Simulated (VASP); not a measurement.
# Cd (P6_3/mmc) in VASP: a series of runs, part 2 of 2

VASP 6.6.1.

### 3 Relaxation of cell and atoms, PBEsol

This run uses another cell than the first one, of 21.59 Å³/atom, 1.019 times its volume.

The input, INCAR:

```
SYSTEM = Cd
PREC = Accurate
ENCUT = 600
EDIFF = 1E-7
ISMEAR = 0
SIGMA = 0.1
LREAL = .FALSE.
LASPH = .TRUE.
NELM = 60
ALGO = Normal
ISIF = 3
LWAVE = .FALSE.
LCHARG = .FALSE.
GGA = PS
IBRION = 2
NSW = 80
EDIFFG = -0.03
```

The input, KPOINTS:

```
Automatic mesh
0
G
  7 7 3
  0 0 0
```

The input, POSCAR:

```
Cd
1.0
    2.9788700000      0.0000000000      0.0000000000
   -1.4894350000      2.5797770000      0.0000000000
    0.0000000000      0.0000000000      5.6176500000
Cd
2
Direct
    0.3333333333      0.6666666667      0.2500000000
    0.6666666667      0.3333333333      0.7500000000
```

Potentials or basis: VASP PAW PBE potentials, release 64 (Cd).

On the command line:

```console
cat potpaw_PBE.64/Cd/POTCAR > POTCAR
mpirun -np 1 vasp_std > vasp.out
```

OUTCAR:

```text
SYSTEM = Cd
   PREC = Accurate
   ENCUT = 600
   EDIFF = 1E-7
   ISMEAR = 0
   LREAL = .FALSE.
   LASPH = .TRUE.
   NELM = 60
   ISIF = 3
   GGA = PS
   IBRION = 2
   NSW = 80
   EDIFFG = -0.03

 ion  position               nearest neighbor table
   1  0.333  0.667  0.250-   2 3.29   2 3.29   2 3.29   2 3.29   2 3.29   2 3.29
   2  0.667  0.333  0.750-   1 3.29   1 3.29   1 3.29   1 3.29   1 3.29   1 3.29

  LATTYP: Found a hexagonal cell.
 ALAT       =     2.9788700000
 C/A-ratio  =     1.8858325472

  Lattice vectors:

 A1 = (   2.9788700000,   0.0000000000,   0.0000000000)
 A2 = (  -1.4894350000,   2.5797770000,   0.0000000000)
 A3 = (   0.0000000000,   0.0000000000,   5.6176500000)

Analysis of symmetry for initial positions (statically):
=====================================================================
 Subroutine PRICEL returns:
 Original cell was already a primitive cell.

 Routine SETGRP: Setting up the symmetry group for a
 hexagonal supercell.

 Subroutine GETGRP returns: Found 24 space group operations
 (whereof 12 operations were pure point group operations)
 out of a pool of 24 trial point group operations.

The static configuration has the point symmetry D_3d.
 The point group associated with its full space group is D_6h.

Analysis of symmetry for dynamics (positions and initial velocities):
=====================================================================
 Subroutine PRICEL returns:
 Original cell was already a primitive cell.

 Routine SETGRP: Setting up the symmetry group for a
 hexagonal supercell.

 Subroutine GETGRP returns: Found 24 space group operations
 (whereof 12 operations were pure point group operations)
 out of a pool of 24 trial point group operations.

The dynamic configuration has the point symmetry D_3d.
 The point group associated with its full space group is D_6h.

 Subroutine INISYM returns: Found 24 space group operations
 (whereof 12 operations are pure point group operations),
 and found     1 'primitive' translations

----------------------------------------------------------------------------------------

                                     Primitive cell

  volume of cell :      43.1706

  direct lattice vectors                    reciprocal lattice vectors
     2.978870000  0.000000000  0.000000000     0.335697765  0.193815202  0.000000000
    -1.489435000  2.579777000  0.000000000     0.000000000  0.387630404  0.000000000
     0.000000000  0.000000000  5.617650000     0.000000000  0.000000000  0.178010378

  length of vectors
     2.978870000  2.978869918  5.617650000     0.387630393  0.387630404  0.178010378

  position of ions in fractional coordinates (direct lattice)
     0.333333333  0.666666667  0.250000000
     0.666666667  0.333333333  0.750000000

  ion indices of the primitive-cell ions
   primitive index   ion index
                 1           1
                 2           2

----------------------------------------------------------------------------------------

 KPOINTS: Automatic mesh

Automatic generation of k-mesh.
 Grid dimensions read from file:
 generate k-points for:    7    7    3

 Generating k-lattice:

  Cartesian coordinates                     Fractional coordinates (reciprocal lattice)
     0.047956824  0.027687886  0.000000000     0.142857143 -0.000000000  0.000000000
     0.000000000  0.055375772  0.000000000     0.000000000  0.142857143  0.000000000
     0.000000000  0.000000000  0.059336793     0.000000000  0.000000000  0.333333333

  Length of vectors
     0.055375770  0.055375772  0.059336793

  Shift w.r.t. Gamma in fractional coordinates (k-lattice)
     0.000000000  0.000000000  0.000000000

 Subroutine IBZKPT returns following result:
 ===========================================

 Found     16 irreducible k-points:

 Following reciprocal coordinates:
            Coordinates               Weight
  0.000000  0.000000  0.000000      1.000000
  0.142857  0.000000  0.000000      6.000000
  0.285714  0.000000  0.000000      6.000000
  0.428571  0.000000  0.000000      6.000000
  0.142857  0.142857  0.000000      6.000000
  0.285714  0.142857  0.000000     12.000000
[... 8 lines left out ...]
  0.428571  0.142857  0.333333     12.000000
  0.285714  0.285714  0.333333     12.000000
   k-points           NKPTS =     16   k-points in BZ     NKDIM =     16   number of bands    NBANDS=     16
   number of dos      NEDOS =    301   number of ions     NIONS =      2
   total plane-waves  NPLWV =  27648
   dimension x,y,z NGX =    24 NGY =   24 NGZ =   48
   dimension x,y,z NGXF=    48 NGYF=   48 NGZF=   96
   ions per type =               2
   NGX,Y,Z   is equivalent  to a cutoff of  13.39, 13.39, 14.20 a.u.
   NGXF,Y,Z  is equivalent  to a cutoff of  26.79, 26.79, 28.41 a.u.
 SYSTEM =  Cd
   PREC   = accura    normal or accurate (medium, high low for compatibility)
   ISTART =      0    job   : 0-new  1-cont  2-samecut
   ICHARG =      2    charge: 1-file 2-atom 10-const
   ISPIN  =      1    spin polarized calculation?
   LNONCOLLINEAR =      F non collinear calculations
   LSORBIT =      F    spin-orbit coupling
   LASPH  =      T    aspherical Exc in radial PAW
   ENCUT  =  600.0 eV  44.10 Ry    6.64 a.u.   5.95  5.95 11.22*2*pi/ulx,y,z
   NELM   =     60;   NELMIN=  2; NELMDL= -5     # of ELM steps
   EDIFF  = 0.1E-06   stopping-criterion for ELM
   LREAL  =      F    real-space projection
   EDIFFG = -.3E-01   stopping-criterion for IOM
   NSW    =     80    number of steps for IOM
   IBRION =      2    ionic relax: 0-MD 1-quasi-New 2-CG
   NFREE  =      1    steps in history (QN), initial steepest desc. (CG)
   ISIF   =      3    stress and relaxation
   ISYM   =      2    0-nonsym 1-usesym 2-fastsym
   POTIM  = 0.5000    time-step for ionic-motion
   TEBEG  =    0.0;   TEEND  =   0.0 temperature during run
   PSTRESS=    0.0 pullay stress
   NELECT =      24.0000    total number of electrons
   NUPDOWN=      -1.0000    fix difference up-down
   EMIN   =  10.00;   EMAX   =-10.00  energy-range for DOS
   EFERMI =   0.00;   METHOD = LEGACY
   ISMEAR =     0;   SIGMA  =   0.10  broadening in eV -4-tet -1-fermi 0-gaus
   EFERMI_NEDOS =   21; number of points for ismear=-14 and -15
   IALGO  =     38    algorithm
   IMIX   =      4    mixing-type and parameters
     AMIX     =   0.40;   BMIX     =  1.00
     AMIX_MAG =   1.60;   BMIX_MAG =  1.00
  volume/ion in A,a.u.               =      21.59       145.66
  Fermi-wavevector in a.u.,A,eV,Ry     =   1.346116  2.543790 24.654137  1.812028
  Thomas-Fermi vector in A             =   2.473974
   LORBIT       =      0    0 simple, 1 ext, 2 COOP (PROOUT), +10 PAW based schemes
   GGA     = PS    functional components
   LHFCALC =     F    Hartree Fock is set to
   AEXX    =    0.0000 exact exchange contribution
   IVDW    =     0    specifies the selected vdW correction
   LEPSILON=     F    determine dielectric tensor
   LRPA    =     F    only Hartree local field effects (RPA)
 conjugate gradient relaxation of ions
 non-spin polarized calculation
 Gauss-broadening in eV      SIGMA  =   0.10
  energy-cutoff  :      600.00
  volume of cell :       43.17
 maximum number of plane-waves:      1459
 NGX is ok and might be reduce to    24
   NGX = 11   NGY = 11   NGZ = 23

--------------------------------------- Ionic step        1  -------------------------------------------

 number of electron      24.0000000 magnetization

 Free energy of the ion-electron system (eV)
  ---------------------------------------------------
  ext. energy  EPLUGINS =         0.00000000
  ---------------------------------------------------
  free energy    TOTEN  =        -2.45057004 eV

  energy without entropy =       -2.44860913  energy(sigma->0) =       -2.44958959

------------------------ aborting loop because EDIFF is reached ----------------------------------------

  FORCE on cell =-STRESS in cart. coord.  units (eV):
  Direction    XX          YY          ZZ          XY          YZ          ZX
  --------------------------------------------------------------------------------------
  -------------------------------------------------------------------------------------
  Total       -0.5479587     -0.5479586     -0.0419268      0.0000000      0.0000000      0.0000000
  in kB      -20.3362085    -20.3362070     -1.5560168      0.0000000      0.0000000      0.0000000
  external PRESSURE =     -14.0761441 kB  Pullay stress =       0.0000000 kB
[... 165 lines left out ...]
  energy  without entropy=       -2.4556367304  energy(sigma->0) =       -2.45645113

--------------------------------------- Ionic step        6  -------------------------------------------

 number of electron      24.0000016 magnetization

 Free energy of the ion-electron system (eV)
  ---------------------------------------------------
  ext. energy  EPLUGINS =         0.00000000
  ---------------------------------------------------
  free energy    TOTEN  =        -2.45737278 eV

  energy without entropy =       -2.45584238  energy(sigma->0) =       -2.45660758

 E-fermi :   2.7693     XC(G=0): -11.3125

 val. band max:        2.6987672497   @ k =   0.4286   0.0000   0.0000
 cond. band min:       3.0783406235   @ k =   0.2857   0.2857   0.3333
 fundamental gap:      0.3795733738
 Fermi energy:         2.7693421955

 k-point     1 :       0.0000    0.0000    0.0000
  band No.  band energies     occupation
      1      -7.0255      2.00000
      2      -6.7754      2.00000
      3      -6.3270      2.00000
      4      -6.3270      2.00000
      5      -6.2774      2.00000
      6      -6.2774      2.00000
[... 8 lines left out ...]
     15      17.5539      0.00000
     16      17.6683      0.00000
[... 312 lines left out ...]
  FREE ENERGIE OF THE ION-ELECTRON SYSTEM (eV)
  ---------------------------------------------------
  free  energy   TOTEN  =        -2.4573727796 eV

  energy  without entropy=       -2.4558423800  energy(sigma->0) =       -2.45660758

 reached required accuracy - stopping structural energy minimisation
```

Wall time 56 s (1 thread of Intel Xeon Platinum 8259CL at 2.50GHz (Skylake/Cascade Lake), shared host); peak memory 0.17 GiB.

Results:

```yaml
Free_energy: -2.4574 eV
Relaxed_volume: 21.16 Å³/atom
Relaxed_cell: a = 2.942 Å, b = 2.942 Å, c = 5.645 Å, α = 90.00°, β = 90.00°, γ = 120.00°
Space_group_after_relaxing_to_0.05_Å: P6_3/mmc (No. 194)
Energy_gained_by_relaxing: 3.4 meV/atom
Ionic_steps: 6
Pressure_after_relaxing: 0.1 GPa
Band_gap_on_the_k_mesh: zero (band 12 reaches 4.36 eV, above the bottom of band 13 at -0.27 eV)
```

The path:
```
step  energy change (eV)  largest force (eV/Å)  pressure (GPa)  volume (Å³)
   1              0.0000                0.0000           -1.41        43.17
   2             -0.0061                0.0000            0.48        41.99
   3             -0.0063                0.0000            0.15        42.17
   4             -0.0063                0.0000            0.20        42.15
   5             -0.0067                0.0000            0.13        42.25
   6             -0.0068                0.0000            0.08        42.31
```

Final structure:
```cif
data_structure
_symmetry_space_group_name_H-M 'P 1'
_symmetry_Int_Tables_number 1
_cell_length_a 2.9419
_cell_length_b 2.9419
_cell_length_c 5.6453
_cell_angle_alpha 90.000
_cell_angle_beta 90.000
_cell_angle_gamma 120.000
_cell_volume 42.31
loop_
_atom_site_label
_atom_site_type_symbol
_atom_site_fract_x
_atom_site_fract_y
_atom_site_fract_z
_atom_site_occupancy
Cd1 Cd 0.33333 0.66667 0.25000 1
Cd2 Cd 0.66667 0.33333 0.75000 1
```

Caveat: the k points lie up to 0.37 Å⁻¹ apart in the final cell; the PAW data sets were made with another functional, which shifts forces and pressure a little.
